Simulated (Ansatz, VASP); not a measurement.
# One calculation of CdTe, two programs

The input INCAR:

```
  AGGAC = 1.0
  AGGAX = 1.0
  ALDAC = 0.0
  ALDAX = 1.0
  ALGO = Normal
  EDIFF = 1E-6
  EDIFFG = -0.02
  ENCUT = 600
  GGA = B5
  IBRION = 2
  ISIF = 3
  ISMEAR = -1
  IVDW = 13
  LASPH = T
  LCHARG = F
  LREAL = F
  LWAVE = F
  NELM = 80
  NSW = 80
  PREC = Accurate
  SIGMA = 0.05
  VDW_A1 = 0.44488865
  VDW_A2 = 4.0933009
  VDW_S6 = 1.0
  VDW_S8 = 2.34076671
```

File KPOINTS:

```
k-points
0
Gamma
  7 7 7
```

POSCAR

```
CdTe
1.0
    0.0000000000      3.2050000000      3.2050000000
    3.2050000000      0.0000000000      3.2050000000
    3.2050000000      3.2050000000      0.0000000000
Te Cd
1 1
Direct
    0.7500000000      0.7500000000      0.7500000000
    0.0000000000      0.0000000000      0.0000000000
```

Contents of input.yaml:

```yaml
crystal:
  lattice:
    - [0.0, 3.205, 3.205]
    - [3.205, 0.0, 3.205]
    - [3.205, 3.205, 0.0]
  atoms:
    - { symbol: Te, position: [0.75, 0.75, 0.75] }
    - { symbol: Cd, position: [0.0, 0.0, 0.0] }
kpoints:
  mp_grid: { grid: [7, 7, 7] }
scf:
  occupations: { method: fermi_dirac, width: 0.05 }
hamiltonian:
  xc: blyp
  dispersion: d4
  pseudopotentials: { kind: all_electron, lapw: { basis_error: 0.001 } }
output:
  forces: true
  stress: true
relax:
  f_tol: 0.02
  max_steps: 60
  cell: {}
```

Alike in both runs: task relaxation of cell and atoms; functional BLYP; dispersion D4; k mesh 7 × 7 × 7; occupations fermi-dirac, width 0.05 eV; no spin polarisation.

|  | VASP | Ansatz |
| --- | --- | --- |
| version | VASP 6.6.1 | Ansatz 0.2.0 |
| potentials or method | VASP PAW PBE potentials, release 64 (Te, Cd), cutoff 600 eV | all-electron LAPW, scalar-relativistic |

|  | VASP | Ansatz | Ansatz less VASP |
| --- | --- | --- | --- |
| relaxed volume (Å³/atom) | 35.35 | 35.14 | -0.206 |
| relaxed cell length with the largest relative difference (Å) | 4.641 | 4.632 | -0.0090 |

VASP's potentials were made for PBE, not for BLYP. Ansatz ran all-electron here, and VASP with PAW potentials.

Neither program's run includes spin-orbit coupling.
